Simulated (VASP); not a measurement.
A run of VASP 6.6.1 is set up as follows.

The input INCAR:

```
SYSTEM = AlN
PREC = Accurate
ENCUT = 520
EDIFF = 1E-6
ISMEAR = 0
SIGMA = 0.05
LREAL = .FALSE.
LASPH = .TRUE.
NELM = 80
ALGO = Normal
ISIF = 2
LWAVE = .FALSE.
LCHARG = .FALSE.
GGA = PE
NBANDS = 26
```

File KPOINTS:

```
regular mesh
0
G
  8 8 8
  0 0 0
```

File POSCAR:

```
AlN
1.0
   -3.1302395627      0.0000000000      0.0000000000
    0.0000000000      5.4217339625      0.0000000000
    1.5651197814     -2.7108669813     -5.0179796546
Al N
4 4
Direct
    0.9703838482      0.3324689746      0.9982712825
    0.4703838482      0.8324689746      0.9982712825
    0.2778874343      0.9158023079      0.4982712825
    0.7778874343      0.4158023079      0.4982712825
    0.8338036843      0.1416976921      0.6167287175
    0.3338036843      0.6416976921      0.6167287175
    0.0329250332      0.7250310254      0.1167287175
    0.5329250332      0.2250310254      0.1167287175
```

Potentials or basis: VASP PAW PBE potentials, release 64 (Al, N).

Launch:

```bash
$ cat potpaw_PBE.64/Al/POTCAR potpaw_PBE.64/N/POTCAR > POTCAR
$ mpirun -np 1 vasp_std > vasp.out
```

(1) Estimate the pressure.

(2) Predict the largest force.

Results:

(1) -0.5 GPa.

(2) 0.503 eV/Å.

Caveat: the cell differs from its parent crystal (atoms displaced along a vibrational mode).
